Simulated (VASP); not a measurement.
# Ge2Sb (P-3m1) in VASP: a series of runs

Runs on Ge2Sb. Level: PBE. Tasks: relaxation of cell and atoms, single point.

Program: VASP 6.6.1. These are calculated values, not measurements. Logs are shortened: lines on timing, memory, paths and dates and some standing lists are left out, and cuts for length are marked.

### Step 1. The cell of the first run

It takes space group P-3m1 (No. 164, trigonal). Conventional cell: a = 3.967 Å, b = 3.967 Å, c = 5.054 Å, α = 90.00°, β = 90.00°, γ = 120.00°. Ge (site symmetry 3m) has 3 Ge at 2.71 Å and 3 Sb at 2.91 Å within 3.6 Å. Within 3.8 Å of Sb (site symmetry -3m) lie 6 Ge at 2.91 Å.

### Step 2. Relaxation of cell and atoms, PBE

The input, INCAR:

```
SYSTEM = Ge2Sb
  PREC = Accurate
  ENCUT = 600
  EDIFF = 1E-7
  ISMEAR = 0
  SIGMA = 0.1
  LREAL = .FALSE.
  LASPH = .TRUE.
  NELM = 100
  ALGO = Normal
  ISIF = 3
  LWAVE = .FALSE.
  LCHARG = .FALSE.
  GGA = PE
  IBRION = 2
  NSW = 100
  EDIFFG = -0.01
```

The input, KPOINTS:

```
Automatic mesh
0
G
  12 12 10
  0 0 0
```

The input, POSCAR:

```
Ge2Sb
1.0
    3.9673110995      0.0000000000      0.0000000000
   -1.9836555497      3.4357921969      0.0000000000
    0.0000000000      0.0000000000      5.0538279262
Ge Sb
2 1
Direct
    0.3333333333      0.6666666667      0.8563596180
    0.6666666667      0.3333333333      0.1436403820
    0.0000000000      0.0000000000      0.5000000000
```

Potentials or basis: VASP PAW PBE potentials, release 64 (Ge_d, Sb).

Launch:

```
$ cat potpaw_PBE.64/Ge_d/POTCAR potpaw_PBE.64/Sb/POTCAR > POTCAR
$ mpirun -np 1 vasp_std > vasp.out
```

OUTCAR:

```text
SYSTEM = Ge2Sb
   PREC = Accurate
   ENCUT = 600
   EDIFF = 1E-7
   ISMEAR = 0
   LREAL = .FALSE.
   LASPH = .TRUE.
   NELM = 100
   ISIF = 3
   GGA = PE
   IBRION = 2
   NSW = 100
   EDIFFG = -0.01

 ion  position               nearest neighbor table
   1  0.333  0.667  0.856-   2 2.71   2 2.71   2 2.71   3 2.91   3 2.91   3 2.91
   2  0.667  0.333  0.144-   1 2.71   1 2.71   1 2.71   3 2.91   3 2.91   3 2.91
   3  0.000  0.000  0.500-   1 2.91   2 2.91   1 2.91   2 2.91   2 2.91   1 2.91

  LATTYP: Found a hexagonal cell.
 ALAT       =     3.9673110995
 C/A-ratio  =     1.2738673120

  Lattice vectors:

 A1 = (   3.9673110995,   0.0000000000,   0.0000000000)
 A2 = (  -1.9836555497,   3.4357921969,   0.0000000000)
 A3 = (   0.0000000000,   0.0000000000,   5.0538279262)

Analysis of symmetry for initial positions (statically):
=====================================================================
 Subroutine PRICEL returns:
 Original cell was already a primitive cell.

 Routine SETGRP: Setting up the symmetry group for a
 hexagonal supercell.

 Subroutine GETGRP returns: Found 12 space group operations
 (whereof 12 operations were pure point group operations)
 out of a pool of 24 trial point group operations.

The static configuration has the point symmetry D_3d.

Analysis of symmetry for dynamics (positions and initial velocities):
=====================================================================
 Subroutine PRICEL returns:
 Original cell was already a primitive cell.

 Routine SETGRP: Setting up the symmetry group for a
 hexagonal supercell.

 Subroutine GETGRP returns: Found 12 space group operations
 (whereof 12 operations were pure point group operations)
 out of a pool of 24 trial point group operations.

The dynamic configuration has the point symmetry D_3d.

 Subroutine INISYM returns: Found 12 space group operations
 (whereof 12 operations are pure point group operations),
 and found     1 'primitive' translations

----------------------------------------------------------------------------------------

                                     Primitive cell

  volume of cell :      68.8880

  direct lattice vectors                    reciprocal lattice vectors
     3.967311099  0.000000000  0.000000000     0.252059890  0.145526845  0.000000000
    -1.983655550  3.435792197  0.000000000     0.000000000  0.291053691  0.000000000
     0.000000000  0.000000000  5.053827926     0.000000000  0.000000000  0.197869816

  length of vectors
     3.967311099  3.967311099  5.053827926     0.291053691  0.291053691  0.197869816

  position of ions in fractional coordinates (direct lattice)
     0.333333333  0.666666667  0.856359618
     0.666666667  0.333333333  0.143640382
     0.000000000  0.000000000  0.500000000

  ion indices of the primitive-cell ions
   primitive index   ion index
                 1           1
                 2           2
                 3           3

----------------------------------------------------------------------------------------

 KPOINTS: Automatic mesh

Automatic generation of k-mesh.
 Grid dimensions read from file:
 generate k-points for:   12   12   10

 Generating k-lattice:

  Cartesian coordinates                     Fractional coordinates (reciprocal lattice)
     0.021004991  0.012127237  0.000000000     0.083333333 -0.000000000  0.000000000
     0.000000000  0.024254474  0.000000000     0.000000000  0.083333333  0.000000000
     0.000000000  0.000000000  0.019786982     0.000000000  0.000000000  0.100000000

  Length of vectors
     0.024254474  0.024254474  0.019786982

  Shift w.r.t. Gamma in fractional coordinates (k-lattice)
     0.000000000  0.000000000  0.000000000

 Subroutine IBZKPT returns following result:
 ===========================================

 Found    162 irreducible k-points:

 Following reciprocal coordinates:
            Coordinates               Weight
  0.000000  0.000000  0.000000      1.000000
  0.083333 -0.000000  0.000000      6.000000
  0.166667 -0.000000  0.000000      6.000000
  0.250000  0.000000  0.000000      6.000000
  0.333333 -0.000000  0.000000      6.000000
  0.416667  0.000000  0.000000      6.000000
[... 16 lines left out ...]
  0.166667 -0.000000  0.100000      6.000000
  0.000000  0.166667  0.100000      6.000000
 [... further k-points ...]
   k-points           NKPTS =    162   k-points in BZ     NKDIM =    162   number of bands    NBANDS=     20
   number of dos      NEDOS =    301   number of ions     NIONS =      3
   total plane-waves  NPLWV =  40960
   dimension x,y,z NGX =    32 NGY =   32 NGZ =   40
   dimension x,y,z NGXF=    64 NGYF=   64 NGZF=   80
   ions per type =               2   1
   NGX,Y,Z   is equivalent  to a cutoff of  13.41, 13.41, 13.16 a.u.
   NGXF,Y,Z  is equivalent  to a cutoff of  26.82, 26.82, 26.32 a.u.
 SYSTEM =  Ge2Sb
   PREC   = accura    normal or accurate (medium, high low for compatibility)
   ISTART =      0    job   : 0-new  1-cont  2-samecut
   ICHARG =      2    charge: 1-file 2-atom 10-const
   ISPIN  =      1    spin polarized calculation?
   LNONCOLLINEAR =      F non collinear calculations
   LSORBIT =      F    spin-orbit coupling
   LASPH  =      T    aspherical Exc in radial PAW
   ENCUT  =  600.0 eV  44.10 Ry    6.64 a.u.   7.92  7.92 10.09*2*pi/ulx,y,z
   NELM   =    100;   NELMIN=  2; NELMDL= -5     # of ELM steps
   EDIFF  = 0.1E-06   stopping-criterion for ELM
   LREAL  =      F    real-space projection
   EDIFFG = -.1E-01   stopping-criterion for IOM
   NSW    =    100    number of steps for IOM
   IBRION =      2    ionic relax: 0-MD 1-quasi-New 2-CG
   NFREE  =      1    steps in history (QN), initial steepest desc. (CG)
   ISIF   =      3    stress and relaxation
   ISYM   =      2    0-nonsym 1-usesym 2-fastsym
   POTIM  = 0.5000    time-step for ionic-motion
   TEBEG  =    0.0;   TEEND  =   0.0 temperature during run
   PSTRESS=    0.0 pullay stress
   NELECT =      33.0000    total number of electrons
   NUPDOWN=      -1.0000    fix difference up-down
   EMIN   =  10.00;   EMAX   =-10.00  energy-range for DOS
   EFERMI =   0.00;   METHOD = LEGACY
   ISMEAR =     0;   SIGMA  =   0.10  broadening in eV -4-tet -1-fermi 0-gaus
   EFERMI_NEDOS =   21; number of points for ismear=-14 and -15
   IALGO  =     38    algorithm
   IMIX   =      4    mixing-type and parameters
     AMIX     =   0.40;   BMIX     =  1.00
     AMIX_MAG =   1.60;   BMIX_MAG =  1.00
  volume/ion in A,a.u.               =      22.96       154.96
  Fermi-wavevector in a.u.,A,eV,Ry     =   1.280948  2.420641 22.324829  1.640829
  Thomas-Fermi vector in A             =   2.413347
   LORBIT       =      0    0 simple, 1 ext, 2 COOP (PROOUT), +10 PAW based schemes
   GGA     = PE    functional components
   LHFCALC =     F    Hartree Fock is set to
   AEXX    =    0.0000 exact exchange contribution
   IVDW    =     0    specifies the selected vdW correction
   LEPSILON=     F    determine dielectric tensor
   LRPA    =     F    only Hartree local field effects (RPA)
 conjugate gradient relaxation of ions
 non-spin polarized calculation
 Gauss-broadening in eV      SIGMA  =   0.10
  energy-cutoff  :      600.00
  volume of cell :       68.89
 maximum number of plane-waves:      2334
   NGX = 15   NGY = 15   NGZ = 21

--------------------------------------- Ionic step        1  -------------------------------------------

 number of electron      33.0000018 magnetization

 Free energy of the ion-electron system (eV)
  ---------------------------------------------------
  ext. energy  EPLUGINS =         0.00000000
  ---------------------------------------------------
  free energy    TOTEN  =       -12.62159371 eV

  energy without entropy =      -12.61430225  energy(sigma->0) =      -12.61794798

------------------------ aborting loop because EDIFF is reached ----------------------------------------

  FORCE on cell =-STRESS in cart. coord.  units (eV):
  Direction    XX          YY          ZZ          XY          YZ          ZX
  --------------------------------------------------------------------------------------
  -------------------------------------------------------------------------------------
  Total        0.2479233      0.2479233     -0.3898986      0.0000000     -0.0000000     -0.0000000
  in kB        5.7661281      5.7661281     -9.0681490      0.0000000     -0.0000000     -0.0000000
  external PRESSURE =       0.8213691 kB  Pullay stress =       0.0000000 kB

 VOLUME and BASIS-vectors are now :
 -----------------------------------------------------------------------------
  energy-cutoff  :      600.00
  volume of cell :       68.89
      direct lattice vectors                 reciprocal lattice vectors
     3.967311099  0.000000000  0.000000000     0.252059890  0.145526845  0.000000000
    -1.983655550  3.435792197  0.000000000     0.000000000  0.291053691  0.000000000
     0.000000000  0.000000000  5.053827926     0.000000000  0.000000000  0.197869816
[... 149 lines left out ...]
 POSITION                                       TOTAL-FORCE (eV/Angst)
 -----------------------------------------------------------------------------------
     -0.00000      2.32508      4.19834         0.000000      0.000000     -0.003314
      2.01358      1.16254      0.71076        -0.000000     -0.000000      0.003314
     -0.00000     -0.00000      2.45455        -0.000000     -0.000000      0.000000
 -----------------------------------------------------------------------------------
    total drift:                               -0.000000      0.000000     -0.000000

  FREE ENERGIE OF THE ION-ELECTRON SYSTEM (eV)
  ---------------------------------------------------
  free  energy   TOTEN  =       -12.6313929851 eV

  energy  without entropy=      -12.6247551662  energy(sigma->0) =      -12.62807408

--------------------------------------- Ionic step        6  -------------------------------------------

 number of electron      32.9999986 magnetization

 Free energy of the ion-electron system (eV)
  ---------------------------------------------------
  ext. energy  EPLUGINS =         0.00000000
  ---------------------------------------------------
  free energy    TOTEN  =       -12.63148133 eV

  energy without entropy =      -12.62486276  energy(sigma->0) =      -12.62817205

 E-fermi :   6.4873     XC(G=0): -10.4175

 val. band max:        6.4837419800   @ k =   0.0000   0.0833   0.3000
 cond. band min:       6.4879287082   @ k =   0.0833   0.0833   0.5000
 fundamental gap:      0.0041867282
 Fermi energy:         6.4873462795

 k-point     1 :       0.0000    0.0000    0.0000
  band No.  band energies     occupation
      1     -18.1064      2.00000
      2     -18.1064      2.00000
      3     -18.0511      2.00000
      4     -18.0511      2.00000
      5     -18.0503      2.00000
      6     -17.9953      2.00000
[... 12 lines left out ...]
     19       8.2467      0.00000
     20      11.8424      0.00000
[... 507 lines left out ...]
 k-point    24 :       0.0000    0.1667    0.1000
  band No.  band energies     occupation
      1     -18.1052      2.00000
      2     -18.0998      2.00000
      3     -18.0523      2.00000
      4     -18.0460      2.00000
      5     -18.0456      2.00000
      6     -17.9975      2.00000
[... 12 lines left out ...]
     19       8.9965      0.00000
     20      11.1341      0.00000

 [... further k-points ...]

------------------------ aborting loop because EDIFF is reached ----------------------------------------

  FORCE on cell =-STRESS in cart. coord.  units (eV):
  Direction    XX          YY          ZZ          XY          YZ          ZX
  --------------------------------------------------------------------------------------
  -------------------------------------------------------------------------------------
  Total        0.0112845      0.0112845      0.0141250      0.0000000      0.0000000      0.0000000
  in kB        0.2616011      0.2616011      0.3274526      0.0000000      0.0000000      0.0000000
  external PRESSURE =       0.2835516 kB  Pullay stress =       0.0000000 kB

 VOLUME and BASIS-vectors are now :
 -----------------------------------------------------------------------------
  energy-cutoff  :      600.00
  volume of cell :       69.11
      direct lattice vectors                 reciprocal lattice vectors
     4.029524624  0.000000000 -0.000000000     0.248168232  0.143279995  0.000000000
    -2.014762312  3.489670690  0.000000000    -0.000000000  0.286559991  0.000000000
    -0.000000000 -0.000000000  4.914884145     0.000000000  0.000000000  0.203463596

 POSITION                                       TOTAL-FORCE (eV/Angst)
 -----------------------------------------------------------------------------------
     -0.00000      2.32645      4.20381         0.000000      0.000000     -0.008370
      2.01476      1.16322      0.71107        -0.000000     -0.000000      0.008370
      4.02952      0.00000      2.45744         0.000000      0.000000      0.000000
 -----------------------------------------------------------------------------------
    total drift:                               -0.000000      0.000000      0.000000

  FREE ENERGIE OF THE ION-ELECTRON SYSTEM (eV)
  ---------------------------------------------------
  free  energy   TOTEN  =       -12.6314813310 eV

  energy  without entropy=      -12.6248627593  energy(sigma->0) =      -12.62817205

 reached required accuracy - stopping structural energy minimisation
```

Run time: 9.6 min. Hardware: 1 thread of Intel Xeon Platinum 8559C (Emerald Rapids), shared host; peak memory 0.4 GiB.

Results:

- Free energy: -12.6315 eV
- Relaxed volume: 23.04 Å³/atom
- Relaxed cell: a = 4.030 Å, b = 4.030 Å, c = 4.915 Å, α = 90.00°, β = 90.00°, γ = 120.00°
- Space group after relaxing (to 0.05 Å): P-3m1 (No. 164)
- Energy gained by relaxing: 3.3 meV/atom
- Ionic steps: 6
- Pressure after relaxing: 0.0 GPa
- Largest force after relaxing: 0.008 eV/Å

Forces in eV/Å, atoms in the order of the input:
```
Ge   0.000  0.000 -0.008
Ge   0.000  0.000  0.008
Sb   0.000  0.000  0.000
```

Step by step:
| step | energy change (eV) | largest force (eV/Å) | pressure (GPa) | volume (Å³) |
| --- | --- | --- | --- | --- |
| 1 | 0.0000 | 0.0224 | 0.08 | 68.89 |
| 2 | -0.0040 | 0.0211 | -0.01 | 69.00 |
| 3 | -0.0096 | 0.0163 | -0.18 | 69.29 |
| 4 | -0.0097 | 0.0143 | -0.17 | 69.33 |
| 5 | -0.0098 | 0.0033 | 0.17 | 68.95 |
| 6 | -0.0099 | 0.0084 | 0.03 | 69.11 |

Final structure:
```
Ge Sb
1.0
     4.02952    0.00000    0.00000
    -2.01476    3.48967    0.00000
     0.00000    0.00000    4.91488
Ge Sb
2 1
Direct
  0.33333 0.66667 0.85532
  0.66667 0.33333 0.14468
  0.00000 0.00000 0.50000
```

Caveat: spin-orbit coupling is left out, which moves the levels of the heavy elements.

(Continued in part 2 of 2.)
